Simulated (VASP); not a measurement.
# HfO2 (R-3m) in VASP: notebook, part 2 of 3

VASP 6.6.1.

### 4 Single point, PBEsol

This run uses another cell than the first one, of 11.27 Å³/atom, 1.026 times its volume.

INCAR

```
PREC = Accurate
ENCUT = 520
EDIFF = 1E-6
ISMEAR = 0
SIGMA = 0.05
LREAL = False
LASPH = True
NELM = 60
ALGO = Normal
ISIF = 2
LWAVE = False
LCHARG = False
GGA = PS
NBANDS = 18
```

KPOINTS

```
regular mesh
0
Gamma
  8 8 8
```

POSCAR

```
HfO2
1.0
   -0.2023102911      2.4690403832      2.4690403832
    2.4690403832     -0.2023102911      2.4690403832
    2.4690403832      2.4690403832     -0.2023102911
Hf O
1 2
Direct
    0.0000000000      0.0000000000      0.0000000000
    0.2500000000      0.2500000000      0.2500000000
    0.7500000000      0.7500000000      0.7500000000
```

Potentials or basis: VASP PAW PBE potentials, release 64 (Hf_pv, O).

Started as:

```sh
$ cat potpaw_PBE.64/Hf_pv/POTCAR potpaw_PBE.64/O/POTCAR > POTCAR
$ mpirun -np 1 vasp_std > vasp.out
```

OUTCAR:

```text
PREC = Accurate
   ENCUT = 520
   EDIFF = 1E-6
   ISMEAR = 0
   LREAL = False
   LASPH = True
   NELM = 60
   ISIF = 2
   GGA = PS

 ion  position               nearest neighbor table
   1  0.000  0.000  0.000-   2 2.05   3 2.05   3 2.29   3 2.29   3 2.29   2 2.29   2 2.29   2 2.29

   2  0.250  0.250  0.250-   1 2.05   1 2.29   1 2.29   1 2.29
   3  0.750  0.750  0.750-   1 2.05   1 2.29   1 2.29   1 2.29

  LATTYP: Found a trigonal (rhomboedric) cell.
 ALAT       =     3.4976063646
 COS(alpha) =     0.4166624355

  Lattice vectors:

 A1 = (  -0.2023102911,   2.4690403832,   2.4690403832)
 A2 = (   2.4690403832,  -0.2023102911,   2.4690403832)
 A3 = (   2.4690403832,   2.4690403832,  -0.2023102911)

Analysis of symmetry for initial positions (statically):
=====================================================================
 Subroutine PRICEL returns:
 Original cell was already a primitive cell.

 Routine SETGRP: Setting up the symmetry group for a
 trigonal (rhombohedral) supercell.

 Subroutine GETGRP returns: Found 12 space group operations
 (whereof 12 operations were pure point group operations)
 out of a pool of 12 trial point group operations.

The static configuration has the point symmetry D_3d.

Analysis of symmetry for dynamics (positions and initial velocities):
=====================================================================
 Subroutine PRICEL returns:
 Original cell was already a primitive cell.

 Routine SETGRP: Setting up the symmetry group for a
 trigonal (rhombohedral) supercell.

 Subroutine GETGRP returns: Found 12 space group operations
 (whereof 12 operations were pure point group operations)
 out of a pool of 12 trial point group operations.

The dynamic configuration has the point symmetry D_3d.

 Subroutine INISYM returns: Found 12 space group operations
[... 110 lines left out ...]
   NELECT =      22.0000    total number of electrons
   NUPDOWN=      -1.0000    fix difference up-down
   EMIN   =  10.00;   EMAX   =-10.00  energy-range for DOS
   EFERMI =   0.00;   METHOD = LEGACY
   ISMEAR =     0;   SIGMA  =   0.05  broadening in eV -4-tet -1-fermi 0-gaus
   EFERMI_NEDOS =   21; number of points for ismear=-14 and -15
   IALGO  =     38    algorithm
   IMIX   =      4    mixing-type and parameters
     AMIX     =   0.40;   BMIX     =  1.00
     AMIX_MAG =   1.60;   BMIX_MAG =  1.00
  volume/ion in A,a.u.               =      11.27        76.02
  Fermi-wavevector in a.u.,A,eV,Ry     =   1.418834  2.681207 27.389750  2.013090
  Thomas-Fermi vector in A             =   2.539918
   LORBIT       =      0    0 simple, 1 ext, 2 COOP (PROOUT), +10 PAW based schemes
   GGA     = PS    functional components
   LHFCALC =     F    Hartree Fock is set to
   AEXX    =    0.0000 exact exchange contribution
   IVDW    =     0    specifies the selected vdW correction
   LEPSILON=     F    determine dielectric tensor
   LRPA    =     F    only Hartree local field effects (RPA)
 non-spin polarized calculation
 Gauss-broadening in eV      SIGMA  =   0.05
  energy-cutoff  :      520.00
  volume of cell :       33.80
 maximum number of plane-waves:       920
 NGX is ok and might be reduce to    28
   NGX = 13   NGY = 13   NGZ = 13

 number of electron      22.0000002 magnetization

 Free energy of the ion-electron system (eV)
  ---------------------------------------------------
  ext. energy  EPLUGINS =         0.00000000
  ---------------------------------------------------
  free energy    TOTEN  =       -31.33440035 eV

  energy without entropy =      -31.33440035  energy(sigma->0) =      -31.33440035

 E-fermi :   4.0445     XC(G=0): -11.9020

 val. band max:        3.7317873188   @ k =   0.5000   0.5000   0.0000
 cond. band min:       7.4605381458   @ k =   0.5000   0.5000   0.0000
 fundamental gap:      3.7287508269
 Fermi energy:         4.0445477933

 k-point     1 :       0.0000    0.0000    0.0000
  band No.  band energies     occupation
      1     -25.9549      2.00000
      2     -25.9549      2.00000
      3     -25.9523      2.00000
      4     -14.7009      2.00000
      5     -11.7399      2.00000
      6      -1.4932      2.00000
[... 481 lines left out ...]
      5     -12.5119      2.00000
      6      -0.8211      2.00000
[... 10 lines left out ...]
     17      14.3960      0.00000
     18      16.0107      0.00000

 [... further k-points ...]
[... 5 lines left out ...]
  --------------------------------------------------------------------------------------
  -------------------------------------------------------------------------------------
  Total       -2.2911208     -2.2911208     -2.2911208      1.8700710      1.8700710      1.8700710
  in kB     -108.6190775   -108.6190775   -108.6190775     88.6576507     88.6576507     88.6576507
  external PRESSURE =    -108.6190775 kB  Pullay stress =       0.0000000 kB

 VOLUME and BASIS-vectors are now :
 -----------------------------------------------------------------------------
  energy-cutoff  :      520.00
  volume of cell :       33.80
      direct lattice vectors                 reciprocal lattice vectors
    -0.202310291  2.469040383  2.469040383    -0.179175350  0.195167116  0.195167116
     2.469040383 -0.202310291  2.469040383     0.195167116 -0.179175350  0.195167116
     2.469040383  2.469040383 -0.202310291     0.195167116  0.195167116 -0.179175350

 POSITION                                       TOTAL-FORCE (eV/Angst)
 -----------------------------------------------------------------------------------
      0.00000      0.00000      0.00000         0.000000      0.000000     -0.000000
      1.18394      1.18394      1.18394         0.694167      0.694167      0.694167
      3.55183      3.55183      3.55183        -0.694167     -0.694167     -0.694167
 -----------------------------------------------------------------------------------
    total drift:                                0.000000      0.000000      0.000000

  FREE ENERGIE OF THE ION-ELECTRON SYSTEM (eV)
  ---------------------------------------------------
  free  energy   TOTEN  =       -31.3344003494 eV

  energy  without entropy=      -31.3344003494  energy(sigma->0) =      -31.33440035
```

stdout:

```text
POSCAR found type information on POSCAR HfO
 POSCAR found :  2 types and       3 ions
 scaLAPACK will be used
 -----------------------------------------------------------------------------
|                                                                             |
|                                                                             |
|     You enforced a specific xc type in the INCAR file but a different       |
|     I HOPE YOU KNOW WHAT YOU ARE DOING!                                     |
|                                                                             |
 -----------------------------------------------------------------------------

 LDA part: xc-table for (Slater+PW92), standard interpolation
 POSCAR, INCAR and KPOINTS ok, starting setup
 FFT: planning ... GRIDC
 FFT: planning ... GRID_SOFT
 FFT: planning ... GRID
 WAVECAR not read
 entering main loop
```

Run time: 15 s. Hardware: 1 thread of Intel Xeon 6975P-C (Granite Rapids), shared host; peak memory 0.18 GiB.

What came out:

```
Free energy            : -31.3344 eV
Pressure               : -10.9 GPa
Largest force          : 1.202 eV/Å
Band gap on the k mesh : 3.73 eV, direct
```

Forces in eV/Å, atoms in the order of the input:
```
Hf   0.000  0.000  0.000
O    0.694  0.694  0.694
O   -0.694 -0.694 -0.694
```

Stress tensor (GPa, compression positive):
```
-10.86   8.87   8.87
  8.87 -10.86   8.87
  8.87   8.87 -10.86
```

Caveat: the PAW data sets were made with another functional, which shifts forces and pressure a little; spin-orbit coupling is left out, which moves the levels of the heavy elements.

### 5 Single point, PBEsol

This run uses another cell than the first one, of 11.26 Å³/atom, 1.026 times its volume.

INCAR

```
PREC = Accurate
ENCUT = 520
EDIFF = 1E-6
ISMEAR = 0
SIGMA = 0.05
LREAL = F
LASPH = T
NELM = 60
ALGO = Normal
ISIF = 2
LWAVE = F
LCHARG = T
GGA = PS
LELF = T
LVHAR = T
NBANDS = 18
```

KPOINTS

```
Automatic mesh
0
Gamma
  8 8 8
```

POSCAR

```
HfO2
1.0
    0.2106730031      2.6756457380      2.6756457380
    2.6756457380      0.2106730031      2.6756457380
    2.6756457380      2.6756457380      0.2106730031
Hf O
1 2
Direct
    0.0000000000      0.0000000000      0.0000000000
    0.2500000000      0.2500000000      0.2500000000
    0.7500000000      0.7500000000      0.7500000000
```

Started as:

```sh
$ cat potpaw_PBE.64/Hf_pv/POTCAR potpaw_PBE.64/O/POTCAR > POTCAR
$ mpirun -np 1 vasp_std > vasp.out
```

Wall time 17 s (1 thread of Intel Xeon 6975P-C (Granite Rapids), shared host); peak memory 0.18 GiB.

It converged, with:

```yaml
Free_energy: -31.4236 eV
Pressure: -12.1 GPa
Largest_force: 0.267 eV/Å
Band_gap_on_the_k_mesh: 3.70 eV, direct
```

Forces on the atoms (eV/Å):
```
Hf   0.000  0.000  0.000
O   -0.154 -0.154 -0.154
O    0.154  0.154  0.154
```

Stress tensor (GPa, compression positive):
```
-12.12  -3.45  -3.45
 -3.45 -12.12  -3.45
 -3.45  -3.45 -12.12
```

Levels at points of the mesh, in eV from the valence-band top:
```tsv
k point	band 9	band 10	band 11	band 12	band 13	band 14
(0.00, 0.00, 0.00)	-0.62	-0.62	-0.37	3.84	3.84	5.39
(0.50, 0.00, 0.00)	-2.61	-1.85	-1.64	4.37	4.96	6.88
(0.50, 0.50, 0.00)	-1.99	-0.97	0.00	3.70	5.47	5.70
(0.50, 0.50, 0.50)	-2.59	-1.60	-1.60	4.33	4.33	5.61
```

Caveat: the PAW data sets were made with another functional, which shifts forces and pressure a little; spin-orbit coupling is left out, which moves the levels of the heavy elements. A k mesh can miss the band edges.

(Continued in part 3 of 3.)
